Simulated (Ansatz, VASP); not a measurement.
# Ti in VASP and in Ansatz

The input INCAR:

```
PREC = Accurate
ENCUT = 520
EDIFF = 1E-8
ISMEAR = -1
SIGMA = 0.05
LREAL = F
LASPH = T
NELM = 60
ALGO = Normal
ISIF = 2
LWAVE = F
LCHARG = F
GGA = PS
LEFG = T
NBANDS = 12
```

The input KPOINTS:

```
regular mesh
0
Gamma
  14 14 14
```

POSCAR

```
Ti
1.0
   -1.6410000000      1.6410000000      1.6245900000
    1.6410000000     -1.6410000000      1.6245900000
    1.6410000000      1.6410000000     -1.6245900000
Ti
1
Direct
    0.0000000000      0.0000000000      0.0000000000
```

Input for Ansatz:

```yaml
crystal:
  lattice:
    - [-1.641, 1.641, 1.62459]
    - [1.641, -1.641, 1.62459]
    - [1.641, 1.641, -1.62459]
  atoms:
    - { symbol: Ti, position: [0.0, 0.0, 0.0] }
kpoints:
  mp_grid: { grid: [14, 14, 14] }
scf:
  occupations: { method: fermi_dirac, width: 0.05 }
hamiltonian:
  xc: pbesol
  pseudopotentials: { kind: all_electron, datasets: crystal }
output:
  forces: true
  stress: true
  eigenvalues: true
  efg: { contact_densities: true }
```

Change from the starting cell: zz strain of -1 %, crystal datasets.

Alike in both runs: task electric field gradients; functional PBEsol; k mesh 14 × 14 × 14; occupations fermi-dirac, width 0.05 eV; no spin polarisation.

|  | VASP | Ansatz |
| --- | --- | --- |
| version | VASP 6.6.1 | Ansatz 0.2.0 |
| potentials or method | VASP PAW PBE potentials, release 64 (Ti_sv), cutoff 520 eV | all-electron PAW with datasets made for the crystal, scalar-relativistic |

Ansatz gave:

- pressure (GPa): -5.7
- traceless stress, the component that is largest in VASP (GPa): -0.22
- size of Vzz on the site where it differs most (V/Å²): 0.2

Task: What did VASP give for the same quantities?

Result: Pressure (GPa): -5.9; traceless stress, the component that is largest in VASP (GPa): -0.22; size of Vzz on the site where it differs most (V/Å²): 0.1.

VASP's potentials were made for PBE, not for PBEsol. Ansatz ran all-electron here, and VASP with PAW potentials.
